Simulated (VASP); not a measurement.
# MgO (d3): single point with PBE+D3(BJ)

**Measured values to compare with.**

From “Electronic structure of alkaline earth and post-transition metal oxides”, 2009, arxiv:0908.1581, for a bulk crystal of MgO: band gap 7.83 eV.

MgO (d3):

```xyz
2
Lattice="0.0000 2.1050 2.1050 2.1050 0.0000 2.1050 2.1050 2.1050 0.0000" Properties=species:S:1:pos:R:3 pbc="T T T"
Mg    0.0000    0.0000    0.0000
O     2.1050    2.1050    2.1050
```

| Quantity | Value |
| --- | --- |
| Program | VASP 6.6.1 |
| Task | single point |
| Functional | PBE |
| Dispersion | D3(BJ) |
| Potentials or basis | VASP PAW PBE potentials, release 64 (Mg, O) |
| Cutoff | 600 eV |
| k mesh | 8 × 8 × 8 |
| Occupations | gaussian, width 0.1 eV |
| Spin | no spin polarisation |
| Dipole correction | no |
| Further INCAR settings | ALGO = Normal; EDIFF = 1e-06; NBANDS = 11 |

* Pressure: -1.3 GPa
* Band gap on the k mesh: 4.74 eV, direct
* Dispersion energy per atom: -0.294 eV

Levels at points of the mesh, in eV from the valence-band top:
| k point | band 1 | band 2 | band 3 | band 4 | band 5 | band 6 | band 7 | band 8 |
| --- | --- | --- | --- | --- | --- | --- | --- | --- |
| (0.00, 0.00, 0.00) | -17.27 | 0.00 | 0.00 | 0.00 | 4.74 | 15.81 | 15.81 | 15.81 |
| (0.50, 0.00, 0.00) | -15.98 | -4.62 | -0.65 | -0.65 | 7.91 | 12.62 | 16.33 | 16.33 |
| (0.50, 0.50, 0.00) | -15.72 | -4.09 | -1.35 | -1.35 | 9.12 | 9.99 | 13.11 | 19.00 |

It took 5.1 s on 1 thread of Intel Xeon 6975P-C, on a shared host, peak memory 0.15 GiB.

Measured gap of MgO: 7.83 eV (quoted in “Electronic structure of alkaline earth and post-transition metal oxides”, 2009, arxiv:0908.1581). This calculation gives 4.74 eV (-3.09 eV). The value is that of PBE+D3(BJ), without temperature or zero-point motion. Semilocal functionals fall short of measured gaps as a rule.
